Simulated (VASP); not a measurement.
**BaTiO3: single point with r2SCAN**

Crystal: BaTiO3.

```
Ba Ti O
1.0
     3.65952    0.00000    0.00000
     0.00000    3.65952    0.00000
     0.00000    0.00000    4.75753
Ba Ti O
1 1 3
Direct
  0.00000 0.00000 0.00000
  0.50000 0.50000 0.50000
  0.50000 0.50000 0.00000
  0.50000 0.00000 0.50000
  0.00000 0.50000 0.50000
```

This cell differs from its parent crystal: ratio of the length along z to the lengths across it x 1.3, volume and fractional coordinates fixed.

- Program: VASP 6.6.1
- Task: single point
- Functional: r2SCAN
- Potentials or basis: VASP PAW PBE potentials, release 64 (Ba_sv, Ti_sv, O)
- Cutoff: 520 eV
- k mesh: 8 × 8 × 8
- Occupations: gaussian, width 0.05 eV
- Spin: no spin polarisation
- Dipole correction: no
- Further INCAR settings: ALGO = Normal; EDIFF = 1e-06; NBANDS = 28

The pressure is 19.6 GPa and the band gap on the k mesh is 1.60 eV (least direct gap 2.02 eV).

Stress tensor (GPa, compression positive):
```
 36.99   0.00   0.00
  0.00  36.99   0.00
  0.00   0.00 -15.15
```

Levels at points of the mesh, in eV from the valence-band top:
```csv
k point,band 16,band 17,band 18,band 19,band 20,band 21,band 22,band 23,band 24,band 25
"(0.00, 0.00, 0.00)",-1.15,-1.15,-1.00,-0.42,-0.42,1.60,1.60,2.00,2.53,3.96
"(0.50, 0.00, 0.00)",-2.78,-2.70,-2.25,-1.62,-1.18,1.83,2.91,4.30,4.43,7.31
"(0.50, 0.50, 0.00)",-4.27,-2.08,-0.15,-0.05,-0.05,3.35,4.32,4.32,5.08,7.97
"(0.00, 0.00, 0.50)",-2.42,-1.04,-1.04,-0.82,-0.82,2.03,2.30,2.30,4.61,4.93
"(0.50, 0.00, 0.50)",-2.49,-2.42,-2.21,-2.11,-1.56,2.35,4.30,4.43,4.70,7.03
"(0.50, 0.50, 0.50)",-3.47,-3.10,-0.14,0.00,0.00,4.42,4.42,5.25,5.65,5.65
```

Wall time 8.1 min on 1 thread of Intel Xeon 8259CL, on a shared host, peak memory 0.27 GiB.

Caveat: the cell stands under pressure; the PAW data sets were made with another functional, which shifts forces and pressure a little; spin-orbit coupling is left out, which moves the levels of the heavy elements. A k mesh can miss the band edges.
